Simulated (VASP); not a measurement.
Here is a VASP 6.6.1 calculation.

Contents of INCAR:

```
PREC = Accurate
ENCUT = 520
EDIFF = 1E-6
ISMEAR = 0
SIGMA = 0.15
LREAL = False
LASPH = True
NELM = 80
ALGO = Normal
ISIF = 2
LWAVE = False
LCHARG = True
GGA = PE
IVDW = 12
LELF = True
LVHAR = True
NBANDS = 8
```

Contents of KPOINTS:

```
regular mesh
0
Gamma
  22 22 22
```

POSCAR

```
Al
1.0
    0.0000000000      2.3188332168      1.7027192311
    2.3188332168      0.0000000000      1.7027192311
    2.3188332168      2.3188332168      0.0000000000
Al
1
Direct
    0.0000000000      0.0000000000      0.0000000000
```

Potentials or basis: VASP PAW PBE potentials, release 64 (Al).

Command:

```bash
$ cat potpaw_PBE.64/Al/POTCAR > POTCAR
$ mpirun -np 1 vasp_std > vasp.out
```

Q: Predict the dispersion energy per atom.

A: -0.302 eV.

Q: Estimate the pressure.

A: -7.3 GPa.

Q: Estimate the band gap on the k mesh.

A: Zero (an odd number of electrons rules out a gap without spin polarisation).

Stress tensor (GPa, compression positive):
```
-7.62  0.00  0.00
 0.00 -7.62  0.00
 0.00  0.00 -6.72
```

Caveat: the cell stands under tension.
